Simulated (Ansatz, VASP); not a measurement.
## Li2S in VASP and in Ansatz

```
Li S
1.0
     0.00000    2.82736    2.82736
     2.82736    0.00000    2.82736
     2.82736    2.82736    0.00000
Li S
2 1
Cartesian
  1.4137 1.4137 1.4137
  4.2410 4.2410 4.2410
  0.0000 0.0000 0.0000
```

Alike in both runs: functional PBEsol; k mesh 6 × 6 × 6; no spin polarisation.

Ansatz relaxed the structure, and its values are those at the end. VASP's run is a single point on that final structure, the one shown.

```csv
,VASP,Ansatz
version,VASP 6.6.1,Ansatz 0.2.0
potentials or method,"VASP PAW PBE potentials, release 64 (Li_sv, S)","plane waves, PAW"
plane-wave cutoff (eV),750,420
occupations,"gaussian, width 0.01 eV",fixed
valence electrons in the cell,12,12
```

|  | VASP | Ansatz | Ansatz less VASP |
| --- | --- | --- | --- |
| pressure (GPa) | 0.0 | 0.0 | +0.05 |

VASP's potentials were made for PBE, not for PBEsol.
